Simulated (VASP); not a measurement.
A run of VASP 6.6.1:

INCAR

```
SYSTEM = RbBr
  ALGO = Normal
  EDIFF = 1E-7
  EDIFFG = -0.01
  ENCUT = 500
  GGA = RE
  GGA_COMPAT = .False.
  IBRION = 2
  ISIF = 3
  ISMEAR = 0
  IVDW = 12
  LASPH = .True.
  LCHARG = .False.
  LREAL = .False.
  LWAVE = .False.
  NELM = 120
  NELMIN = 4
  NSW = 80
  PREC = Accurate
  SIGMA = 0.01
```

Contents of KPOINTS:

```
k-points
0
Gamma
  4 4 4
  0 0 0
```

POSCAR

```
RbBr
1.0
    0.0000000000      3.4270000000      3.4270000000
    3.4270000000      0.0000000000      3.4270000000
    3.4270000000      3.4270000000      0.0000000000
Rb Br
1 1
Direct
    0.0000000000      0.0000000000      0.0000000000
    0.5000000000      0.5000000000      0.5000000000
```

Potentials or basis: VASP PAW PBE potentials, release 64 (Rb_sv, Br).

The run is started by

```bash
$ cat potpaw_PBE.64/Rb_sv/POTCAR potpaw_PBE.64/Br/POTCAR > POTCAR
$ mpirun -np 1 vasp_std > vasp.out
```

Hardware: 1 thread of Intel(R) Xeon(R) Platinum 8259CL CPU @ 2.50GHz (Skylake/Cascade Lake), on a shared host.

Q: How long does it take, and how much memory?

A: Wall time 33 s on 1 thread of Intel(R) Xeon(R) Platinum 8259CL CPU @ 2.50GHz (Skylake/Cascade Lake), on a shared host, peak memory 0.21 GiB. Counts: scf iterations 43, k points 8, ion steps 4.
